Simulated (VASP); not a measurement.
A run of VASP 6.6.1 is set up as follows.

The input INCAR:

```
PREC = Accurate
ENCUT = 520
EDIFF = 1E-7
ISMEAR = 0
SIGMA = 0.15
LREAL = F
LASPH = T
NELM = 100
ALGO = Normal
ISIF = 2
LWAVE = F
LCHARG = F
GGA = PE
NBANDS = 42
```

Contents of KPOINTS:

```
Automatic mesh
0
Gamma
  4 4 1
```

The input POSCAR:

```
KF
1.0
    3.7972433868      0.0000000000      0.0000000000
   -1.8986216934      3.2885092373      0.0000000000
    0.0000000000      0.0000000000     12.8625084732
K F
4 4
Direct
    0.3333333333      0.6666666667      0.2500000000
    0.6666666667      0.3333333333      0.7500000000
    0.0000000000      0.0000000000      0.0000000000
    0.0000000000      0.0000000000      0.5000000000
    0.3333333333      0.6666666667      0.6231661058
    0.6666666667      0.3333333333      0.1231661058
    0.3333333333      0.6666666667      0.8768338942
    0.6666666667      0.3333333333      0.3768338942
```

Potentials or basis: VASP PAW PBE potentials, release 64 (K_sv, F).

Launch:

```sh
$ cat potpaw_PBE.64/K_sv/POTCAR potpaw_PBE.64/F/POTCAR > POTCAR
$ mpirun -np 1 vasp_std > vasp.out
```

Problem. Predict the band gap on the k mesh.

Solution. 5.68 eV.

Problem. Estimate the pressure.

Solution. -0.2 GPa.

Problem. Estimate the largest force.

Solution. 0.008 eV/Å.

Forces in eV/Å, atoms in the order of the input:
```
K    0.000  0.000  0.000
K    0.000  0.000  0.000
K    0.000  0.000  0.000
K    0.000  0.000  0.000
F    0.000  0.000  0.008
F    0.000  0.000  0.008
F    0.000  0.000 -0.008
F    0.000  0.000 -0.008
```

Caveat: the k points lie up to 0.49 Å⁻¹ apart.
